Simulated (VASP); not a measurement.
Set up this calculation in VASP 6.6.1, as the native input.

```yaml
Task: single point
Functional: PBEsol
Potentials_or_basis: VASP PAW PBE potentials, release 64 (Fe, Co)
Cutoff: 600 eV
k_mesh: 2 × 2 × 2
Occupations: gaussian, width 0.1 eV
Spin: collinear spin, ferromagnetic start
Starting_moments: "[2.6, 2.87, 2.87, 1.99] μB"
Dipole_correction: no
Further_INCAR_settings: ALGO = Normal; EDIFF = 1e-06; NBANDS = 28
```

The structure of Fe3Co lies in POSCAR:

```
Fe3Co
1.0
    4.0235794450      0.0000000000      0.0000000000
    0.0000000000      4.0235794450      0.0000000000
    0.0000000000      0.0000000000      2.8277051700
Fe Co
3 1
Direct
    0.5000000000      0.5000000000      0.0000000000
    0.5000000000      0.0000000000      0.5000000000
    0.0000000000      0.5000000000      0.5000000000
    0.0000000000      0.0000000000      0.0000000000
```

One way to write it, as run:

INCAR

```
PREC = Accurate ; ENCUT = 600
EDIFF = 1E-6 ; ISMEAR = 0
SIGMA = 0.1 ; LREAL = F
LASPH = T ; NELM = 200
ALGO = Normal ; ISIF = 2
LWAVE = F ; LCHARG = T
ISPIN = 2 ; MAGMOM = 2.6 2.87 2.87 1.99
LORBIT = 11 ; LMAXMIX = 4
GGA = PS ; LELF = T
LVHAR = T ; NBANDS = 28
GGA_COMPAT = F
```

KPOINTS

```
regular mesh
0
Gamma
  2 2 2
```

Potentials or basis: VASP PAW PBE potentials, release 64 (Fe, Co).

The run is started by

```console
$ cat potpaw_PBE.64/Fe/POTCAR potpaw_PBE.64/Co/POTCAR > POTCAR
$ mpirun -np 1 vasp_std > vasp.out
```

Results of the run:

```json
{
  "Pressure": "-6.0 GPa",
  "Net moment": "9.21 μB per cell",
  "Site moments": "Fe +2.00, +2.51 (each value once); Co +1.91 μB",
  "Valence electrons inside the program's atomic spheres": "Fe 7.27, 7.23 (each value once); Co 8.24"
}
```

Caveat: the k points lie up to 1.11 Å⁻¹ apart, too coarse for converged energies, forces and pressures; the PAW data sets were made with another functional, which shifts forces and pressure a little.

It took 32 s on 1 thread of Oxide Virtual Turin-like Processor (shared host), peak memory 0.15 GiB.
